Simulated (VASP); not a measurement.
# LiTl3B4 (P4/mmm) in VASP: a series of runs

Runs on LiTl3B4. Level: PBE. Tasks: single point.

Everything below comes from runs of VASP 6.6.1. Logs are shortened: lines on timing, memory, paths and dates and some standing lists are left out, and cuts for length are marked.

### Step 1. The cell of the first run

The structure is tetragonal, space group P4/mmm (No. 123). The conventional cell has a = 6.320 Å, b = 6.320 Å, c = 4.052 Å, α = 90.00°, β = 90.00°, γ = 90.00°. Li (site symmetry 4/mmm) has 8 B at 2.34 Å within 3.1 Å. Tl (site symmetry 4/mmm) has 6 Tl at 3.16 to 4.05 Å and 8 B at 3.87 Å within 4.2 Å. Tl (site symmetry mmm) has 2 Li at 3.16 Å and 4 Tl at 3.16 to 4.05 Å and 8 B at 3.20 Å within 4.2 Å. B (site symmetry m2m) has 2 B at 1.65 Å within 2.2 Å.

### Step 2. Single point, PBE

Input file INCAR:

```
SYSTEM = LiTl3B4
PREC = Accurate
ENCUT = 520
EDIFF = 1E-7
ISMEAR = 0
SIGMA = 0.1
LREAL = .False.
LASPH = .True.
NELM = 60
ALGO = Normal
ISIF = 2
LWAVE = .False.
LCHARG = .False.
GGA = PE
NBANDS = 37
```

Input file KPOINTS:

```
Automatic mesh
0
Gamma
  6 6 10
  0 0 0
```

Input file POSCAR:

```
LiTl3B4
1.0
    6.3195652716      0.0000000000      0.0000000000
    0.0000000000      6.3195652716      0.0000000000
    0.0000000000      0.0000000000      4.0523052351
Li Tl B
1 3 4
Direct
    0.5000000000      0.5000000000      0.5000000000
    0.0000000000      0.0000000000      0.5000000000
    0.0000000000      0.5000000000      0.5000000000
    0.5000000000      0.0000000000      0.5000000000
    0.6308958673      0.6308958673      0.0000000000
    0.6308958673      0.3691041327      0.0000000000
    0.3691041327      0.6308958673      0.0000000000
    0.3691041327      0.3691041327      0.0000000000
```

Potentials or basis: VASP PAW PBE potentials, release 64 (Li_sv, Tl_d, B).

Command:

```
$ cat potpaw_PBE.64/Li_sv/POTCAR potpaw_PBE.64/Tl_d/POTCAR potpaw_PBE.64/B/POTCAR > POTCAR
$ mpirun -np 1 vasp_std > vasp.out
```

OUTCAR:

```text
SYSTEM = LiTl3B4
   PREC = Accurate
   ENCUT = 520
   EDIFF = 1E-7
   ISMEAR = 0
   LREAL = .False.
   LASPH = .True.
   NELM = 60
   ISIF = 2
   GGA = PE

 ion  position               nearest neighbor table
   1  0.500  0.500  0.500-   5 2.34   6 2.34   7 2.34   8 2.34   5 2.34   6 2.34   7 2.34   8 2.34
                             3 3.16   4 3.16   4 3.16   3 3.16
   2  0.000  0.000  0.500-   3 3.16   4 3.16   3 3.16   4 3.16
   3  0.000  0.500  0.500-   1 3.16   2 3.16   2 3.16   1 3.16
   4  0.500  0.000  0.500-   1 3.16   2 3.16   1 3.16   2 3.16
   5  0.631  0.631  0.000-   6 1.65   7 1.65   1 2.34   1 2.34
   6  0.631  0.369  0.000-   5 1.65   8 1.65   1 2.34   1 2.34
   7  0.369  0.631  0.000-   5 1.65   8 1.65   1 2.34   1 2.34
   8  0.369  0.369  0.000-   6 1.65   7 1.65   1 2.34   1 2.34

  LATTYP: Found a simple tetragonal cell.
 ALAT       =     6.3195652716
 C/A-ratio  =     0.6412316450

  Lattice vectors:

 A1 = (   6.3195652716,   0.0000000000,   0.0000000000)
 A2 = (   0.0000000000,   6.3195652716,   0.0000000000)
 A3 = (   0.0000000000,   0.0000000000,   4.0523052351)

Analysis of symmetry for initial positions (statically):
=====================================================================
 Subroutine PRICEL returns:
 Original cell was already a primitive cell.

 Routine SETGRP: Setting up the symmetry group for a
 simple tetragonal supercell.

 Subroutine GETGRP returns: Found 16 space group operations
 (whereof 16 operations were pure point group operations)
 out of a pool of 16 trial point group operations.

The static configuration has the point symmetry D_4h.

Analysis of symmetry for dynamics (positions and initial velocities):
=====================================================================
 Subroutine PRICEL returns:
 Original cell was already a primitive cell.

 Routine SETGRP: Setting up the symmetry group for a
 simple tetragonal supercell.

 Subroutine GETGRP returns: Found 16 space group operations
 (whereof 16 operations were pure point group operations)
 out of a pool of 16 trial point group operations.

The dynamic configuration has the point symmetry D_4h.

 Subroutine INISYM returns: Found 16 space group operations
 (whereof 16 operations are pure point group operations),
 and found     1 'primitive' translations

----------------------------------------------------------------------------------------

                                     Primitive cell

  volume of cell :     161.8365

  direct lattice vectors                    reciprocal lattice vectors
     6.319565272  0.000000000  0.000000000     0.158238733  0.000000000  0.000000000
     0.000000000  6.319565272  0.000000000     0.000000000  0.158238733  0.000000000
     0.000000000  0.000000000  4.052305235     0.000000000  0.000000000  0.246773119

  length of vectors
     6.319565272  6.319565272  4.052305235     0.158238733  0.158238733  0.246773119

  position of ions in fractional coordinates (direct lattice)
     0.500000000  0.500000000  0.500000000
     0.000000000  0.000000000  0.500000000
     0.000000000  0.500000000  0.500000000
     0.500000000  0.000000000  0.500000000
     0.630895867  0.630895867  0.000000000
     0.630895867  0.369104133  0.000000000
     0.369104133  0.630895867  0.000000000
     0.369104133  0.369104133  0.000000000

  ion indices of the primitive-cell ions
   primitive index   ion index
                 1           1
                 2           2
                 3           3
                 4           4
                 5           5
                 6           6
                 7           7
                 8           8

----------------------------------------------------------------------------------------

 KPOINTS: Automatic mesh

Automatic generation of k-mesh.
 Grid dimensions read from file:
 generate k-points for:    6    6   10

 Generating k-lattice:

  Cartesian coordinates                     Fractional coordinates (reciprocal lattice)
     0.026373122  0.000000000  0.000000000     0.166666667  0.000000000  0.000000000
     0.000000000  0.026373122  0.000000000     0.000000000  0.166666667  0.000000000
     0.000000000  0.000000000  0.024677312     0.000000000  0.000000000  0.100000000

  Length of vectors
     0.026373122  0.026373122  0.024677312

  Shift w.r.t. Gamma in fractional coordinates (k-lattice)
     0.000000000  0.000000000  0.000000000

 Subroutine IBZKPT returns following result:
 ===========================================

 Found     60 irreducible k-points:

 Following reciprocal coordinates:
            Coordinates               Weight
  0.000000  0.000000  0.000000      1.000000
  0.166667  0.000000  0.000000      4.000000
  0.333333  0.000000  0.000000      4.000000
  0.500000  0.000000  0.000000      2.000000
  0.166667  0.166667  0.000000      4.000000
  0.333333  0.166667  0.000000      8.000000
[... 16 lines left out ...]
  0.333333  0.000000  0.200000      8.000000
  0.500000  0.000000  0.200000      4.000000
 [... further k-points ...]
   k-points           NKPTS =     60   k-points in BZ     NKDIM =     60   number of bands    NBANDS=     37
   number of dos      NEDOS =    301   number of ions     NIONS =      8
   total plane-waves  NPLWV =  69120
   dimension x,y,z NGX =    48 NGY =   48 NGZ =   30
   dimension x,y,z NGXF=    96 NGYF=   96 NGZF=   60
   ions per type =               1   3   4
   NGX,Y,Z   is equivalent  to a cutoff of  12.63, 12.63, 12.31 a.u.
   NGXF,Y,Z  is equivalent  to a cutoff of  25.25, 25.25, 24.62 a.u.
 SYSTEM =  LiTl3B4
   PREC   = accura    normal or accurate (medium, high low for compatibility)
   ISTART =      0    job   : 0-new  1-cont  2-samecut
   ICHARG =      2    charge: 1-file 2-atom 10-const
   ISPIN  =      1    spin polarized calculation?
   LNONCOLLINEAR =      F non collinear calculations
   LSORBIT =      F    spin-orbit coupling
   LASPH  =      T    aspherical Exc in radial PAW
   ENCUT  =  520.0 eV  38.22 Ry    6.18 a.u.  11.75 11.75  7.53*2*pi/ulx,y,z
   NELM   =     60;   NELMIN=  2; NELMDL= -5     # of ELM steps
   EDIFF  = 0.1E-06   stopping-criterion for ELM
   LREAL  =      F    real-space projection
   EDIFFG = 0.1E-05   stopping-criterion for IOM
   NSW    =      0    number of steps for IOM
   IBRION =     -1    ionic relax: 0-MD 1-quasi-New 2-CG
   NFREE  =      0    steps in history (QN), initial steepest desc. (CG)
   ISIF   =      2    stress and relaxation
   ISYM   =      2    0-nonsym 1-usesym 2-fastsym
   POTIM  = 0.5000    time-step for ionic-motion
   TEBEG  =    0.0;   TEEND  =   0.0 temperature during run
   PSTRESS=    0.0 pullay stress
   NELECT =      54.0000    total number of electrons
   NUPDOWN=      -1.0000    fix difference up-down
   EMIN   =  10.00;   EMAX   =-10.00  energy-range for DOS
   EFERMI =   0.00;   METHOD = LEGACY
   ISMEAR =     0;   SIGMA  =   0.10  broadening in eV -4-tet -1-fermi 0-gaus
   EFERMI_NEDOS =   21; number of points for ismear=-14 and -15
   IALGO  =     38    algorithm
   IMIX   =      4    mixing-type and parameters
     AMIX     =   0.40;   BMIX     =  1.00
     AMIX_MAG =   1.60;   BMIX_MAG =  1.00
  volume/ion in A,a.u.               =      20.23       136.52
  Fermi-wavevector in a.u.,A,eV,Ry     =   1.135483  2.145751 17.542280  1.289321
  Thomas-Fermi vector in A             =   2.272188
   LORBIT       =      0    0 simple, 1 ext, 2 COOP (PROOUT), +10 PAW based schemes
   GGA     = PE    functional components
   LHFCALC =     F    Hartree Fock is set to
   AEXX    =    0.0000 exact exchange contribution
   IVDW    =     0    specifies the selected vdW correction
   LEPSILON=     F    determine dielectric tensor
   LRPA    =     F    only Hartree local field effects (RPA)
 non-spin polarized calculation
 Gauss-broadening in eV      SIGMA  =   0.10
  energy-cutoff  :      520.00
  volume of cell :      161.84
 maximum number of plane-waves:      4392
 NGX is ok and might be reduce to    48
   NGX = 23   NGY = 23   NGZ = 15

 number of electron      53.9999999 magnetization

 Free energy of the ion-electron system (eV)
  ---------------------------------------------------
  ext. energy  EPLUGINS =         0.00000000
  ---------------------------------------------------
  free energy    TOTEN  =       -28.53249056 eV

  energy without entropy =      -28.51617573  energy(sigma->0) =      -28.52433315

 E-fermi :   4.0466     XC(G=0):  -9.2693

 val. band max:        4.0451983218   @ k =   0.5000   0.0000   0.4000
 cond. band min:       4.0527966154   @ k =   0.3333   0.0000   0.4000
 fundamental gap:      0.0075982937
 Fermi energy:         4.0466120064

 k-point     1 :       0.0000    0.0000    0.0000
  band No.  band energies     occupation
      1     -41.9591      2.00000
      2      -8.1330      2.00000
      3      -7.9755      2.00000
      4      -7.8844      2.00000
      5      -7.8086      2.00000
      6      -7.6799      2.00000
[... 29 lines left out ...]
     36       8.8164      0.00000
     37       9.0882      0.00000

 k-point     2 :       0.1667    0.0000    0.0000
  band No.  band energies     occupation
      1     -41.9591      2.00000
      2      -8.1057      2.00000
      3      -7.9489      2.00000
      4      -7.8593      2.00000
      5      -7.7931      2.00000
      6      -7.6795      2.00000
[... 29 lines left out ...]
     36       9.0037      0.00000
     37       9.2847      0.00000

 k-point     3 :       0.3333    0.0000    0.0000
  band No.  band energies     occupation
      1     -41.9591      2.00000
      2      -8.0693      2.00000
      3      -7.8682      2.00000
      4      -7.7895      2.00000
      5      -7.7586      2.00000
      6      -7.6787      2.00000
[... 29 lines left out ...]
     36       9.0115      0.00000
     37       9.1233      0.00000
[... 761 lines left out ...]
 k-point    23 :       0.3333    0.0000    0.2000
  band No.  band energies     occupation
      1     -41.9590      2.00000
      2      -8.0649      2.00000
      3      -7.8472      2.00000
      4      -7.7756      2.00000
      5      -7.7543      2.00000
      6      -7.7006      2.00000
[... 29 lines left out ...]
     36       9.1813      0.00000
     37       9.3628      0.00000

 k-point    24 :       0.5000    0.0000    0.2000
  band No.  band energies     occupation
      1     -41.9590      2.00000
      2      -8.0534      2.00000
      3      -7.8286      2.00000
      4      -7.7348      2.00000
      5      -7.7000      2.00000
      6      -7.6958      2.00000
[... 29 lines left out ...]
     36       8.7511      0.00000
     37       9.2693      0.00000

 [... further k-points ...]
[... 5 lines left out ...]
  --------------------------------------------------------------------------------------
  -------------------------------------------------------------------------------------
  Total       -0.0008284     -0.0008284     -0.0326516      0.0000000     -0.0000000      0.0000000
  in kB       -0.0082015     -0.0082015     -0.3232498      0.0000000     -0.0000000      0.0000000
  external PRESSURE =      -0.1132176 kB  Pullay stress =       0.0000000 kB

 VOLUME and BASIS-vectors are now :
 -----------------------------------------------------------------------------
  energy-cutoff  :      520.00
  volume of cell :      161.84
      direct lattice vectors                 reciprocal lattice vectors
     6.319565272  0.000000000  0.000000000     0.158238733  0.000000000  0.000000000
     0.000000000  6.319565272  0.000000000     0.000000000  0.158238733  0.000000000
     0.000000000  0.000000000  4.052305235     0.000000000  0.000000000  0.246773119

 POSITION                                       TOTAL-FORCE (eV/Angst)
 -----------------------------------------------------------------------------------
      3.15978      3.15978      2.02615         0.000000      0.000000      0.000000
      0.00000      0.00000      2.02615         0.000000      0.000000      0.000000
      0.00000      3.15978      2.02615         0.000000      0.000000      0.000000
      3.15978      0.00000      2.02615         0.000000      0.000000      0.000000
      3.98699      3.98699      0.00000         0.006643      0.006643      0.000000
      3.98699      2.33258      0.00000         0.006643     -0.006643      0.000000
      2.33258      3.98699      0.00000        -0.006643      0.006643     -0.000000
      2.33258      2.33258      0.00000        -0.006643     -0.006643      0.000000
 -----------------------------------------------------------------------------------
    total drift:                                0.000000      0.000000     -0.000000

  FREE ENERGIE OF THE ION-ELECTRON SYSTEM (eV)
  ---------------------------------------------------
  free  energy   TOTEN  =       -28.5324905631 eV

  energy  without entropy=      -28.5161757341  energy(sigma->0) =      -28.52433315
```

It took 7.1 min on 1 thread of Oxide Virtual Turin-like, shared host; peak memory 0.4 GiB.

What came out:

| Quantity | Value |
| --- | --- |
| Free energy | -28.5325 eV |
| Largest force | 0.009 eV/Å |
| Band gap on the k mesh | zero (band 27 reaches 5.11 eV, above the bottom of band 28 at 3.32 eV) |

Forces on the atoms (eV/Å):
```
Li   0.000  0.000  0.000
Tl   0.000  0.000  0.000
Tl   0.000  0.000  0.000
Tl   0.000  0.000  0.000
B    0.007  0.007  0.000
B    0.007 -0.007  0.000
B   -0.007  0.007  0.000
B   -0.007 -0.007  0.000
```

Caveat: the cutoff is under 1.25 times the usual one of these potentials, so pressure, stress and relaxed cells hold a basis-set (Pulay) error; spin-orbit coupling is left out, which moves the levels of the heavy elements.

### Step 3. Single point, PBE

Input file INCAR:

```
  PREC = Accurate
  ENCUT = 520
  EDIFF = 1E-6
  ISMEAR = 0
  SIGMA = 0.1
  LREAL = F
  LASPH = T
  NELM = 100
  ALGO = Normal
  ISIF = 2
  LWAVE = F
  LCHARG = F
  GGA = PE
  NBANDS = 37
```

Input file KPOINTS:

```
regular mesh
0
Gamma
  6 6 12
```

POSCAR is that of step 2.

Potentials or basis: VASP PAW PBE potentials, release 64 (Li_sv, Tl_d, B).

Command:

```
$ cat potpaw_PBE.64/Li_sv/POTCAR potpaw_PBE.64/Tl_d/POTCAR potpaw_PBE.64/B/POTCAR > POTCAR
$ mpirun -np 1 vasp_std > vasp.out
```

It took 8.4 min on 1 thread of Oxide Virtual Turin-like, shared host; peak memory 0.44 GiB.

Results (log left out):

```
Free energy            : -28.5328 eV
Largest force          : 0.019 eV/Å
Band gap on the k mesh : zero (band 27 reaches 5.10 eV, above the bottom of band 28 at 3.26 eV)
```

Forces on the atoms (eV/Å):
```
Li   0.000  0.000  0.000
Tl   0.000  0.000  0.000
Tl   0.000  0.000  0.000
Tl   0.000  0.000  0.000
B    0.014  0.014  0.000
B    0.014 -0.014  0.000
B   -0.014  0.014  0.000
B   -0.014 -0.014  0.000
```

Levels at points of the mesh, in eV from the Fermi level:
```tsv
k point	band 25	band 26	band 27	band 28	band 29	band 30
(0.00, 0.00, 0.00)	-1.64	-1.14	-0.82	-0.01	1.81	1.81
(0.50, 0.00, 0.00)	-2.57	-0.61	0.92	1.16	1.19	1.53
(0.50, 0.50, 0.00)	-3.01	-0.89	1.07	1.07	1.35	1.35
(0.00, 0.00, 0.50)	-2.22	-2.22	-1.42	-0.45	0.60	0.60
(0.50, 0.00, 0.50)	-2.04	-1.60	-0.91	-0.67	-0.65	0.89
(0.50, 0.50, 0.50)	-1.71	-1.66	0.65	0.65	1.11	1.11
```

Caveat: the cutoff is under 1.25 times the usual one of these potentials, so pressure, stress and relaxed cells hold a basis-set (Pulay) error; spin-orbit coupling is left out, which moves the levels of the heavy elements.
